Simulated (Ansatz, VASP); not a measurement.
## SiO2 in VASP and in Ansatz

```
Si O
1.0
     4.17865    0.00000    0.00000
     0.00000    4.17865    0.00000
     0.00000    0.00000    2.65344
Si O
2 4
Direct
  0.50000 0.50000 0.50000
  0.00000 0.00000 0.00000
  0.69301 0.69301 0.00000
  0.19301 0.80699 0.50000
  0.30699 0.30699 0.00000
  0.80699 0.19301 0.50000
```

Alike in both runs: task single point; functional PBE; k mesh 6 × 6 × 10; occupations gaussian, width 0.05 eV; no spin polarisation.

|  | VASP | Ansatz |
| --- | --- | --- |
| version | VASP 6.6.1 | Ansatz 0.2.0 |
| potentials or method | VASP PAW PBE potentials, release 64 (Si, O), cutoff 520 eV | scalar-relativistic, plane waves, PAW |
| valence electrons in the cell | 32 | 32 |

|  | VASP | Ansatz | Ansatz less VASP |
| --- | --- | --- | --- |
| gap on the k mesh at the Fermi level (eV) | 5.76 | 5.77 | +0.019 |
| least direct gap on the mesh (eV) | 5.76 | 5.77 | +0.019 |
| pressure (GPa) | 13.6 | 13.3 | -0.28 |
| traceless stress, the component that is largest in VASP (GPa) | 2.71 | 2.17 | -0.542 |
| rms of the force components (eV/Å) | 0.152 | 0.141 | -0.0102 |

Atom by atom the forces differ by 0.010 eV/Å (rms over components). The functional is the same, so the differences come from potentials, cutoffs and numerics.
